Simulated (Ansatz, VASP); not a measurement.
**NbC: VASP beside Ansatz**

```
CELL_PARAMETERS angstrom
0.00000 2.22614 2.22614
2.22614 0.00000 2.22614
2.22614 2.22614 0.00000
ATOMIC_POSITIONS crystal
Nb 0.00000 0.00000 0.00000
C 0.50000 0.50000 0.50000
```

Alike in both runs: functional PBEsol; k mesh 8 × 8 × 8; occupations gaussian, width 0.1 eV; no spin polarisation.

Ansatz relaxed the structure, and its values are those at the end. VASP's run is a single point on that final structure, the one shown.

|  | VASP | Ansatz |
| --- | --- | --- |
| version | VASP 6.6.1 | Ansatz 0.2.0 |
| potentials or method | VASP PAW PBE potentials, release 64 (Nb_sv, C), cutoff 600 eV | scalar-relativistic, plane waves, PAW |
| valence electrons in the cell | 17 | 17 |

```tsv
	VASP	Ansatz	Ansatz less VASP
gap on the k mesh at the Fermi level (eV)	none	none	-
pressure (GPa)	-1.0	-0.5	+0.52
```

VASP's potentials were made for PBE, not for PBEsol, and Ansatz warns of the same on its side. A gap of «none» marks a metal or a gap that the smearing closes. With one functional, cell and mesh, what is left measures potentials, basis and numerics.
